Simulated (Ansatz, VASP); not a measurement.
# Cd2TeO3: VASP beside Ansatz

```
Cd Te O
1.0
     5.74655    0.00000    0.00000
    -2.87327    4.97666    0.00000
     0.00000    0.00000    3.19975
Cd Te O
2 1 3
Direct
  0.33333 0.66667 0.50000
  0.66667 0.33333 0.50000
  0.00000 0.00000 0.00000
  0.50000 0.00000 0.00000
  0.00000 0.50000 0.00000
  0.50000 0.50000 0.00000
```

Alike in both runs: functional PBE; k mesh 12 × 12 × 12; occupations gaussian, width 0.1 eV; no spin polarisation.

Ansatz relaxed the structure, and its values are those at the end. VASP's run is a single point on that final structure, the one shown.

```csv
,VASP,Ansatz
version,VASP 6.6.1,Ansatz 0.2.0
potentials or method,"VASP PAW PBE potentials, release 64 (Cd, Te, O), cutoff 520 eV","scalar-relativistic, plane waves, PAW"
valence electrons in the cell,48,74
```

VASP gave:

| Property | Result |
| --- | --- |
| gap on the k mesh at the Fermi level (eV) | none |
| pressure (GPa) | 0.9 |

Problem. Estimate Ansatz's values.

Solution. gap on the k mesh at the Fermi level (eV): none; pressure (GPa): 0.0.

A gap of «none» marks a metal or a gap that the smearing closes. VASP's potentials hold 48 valence electrons a cell and Ansatz's 74, so a difference there can come from the potentials and not from the codes.

Neither program's run includes spin-orbit coupling.
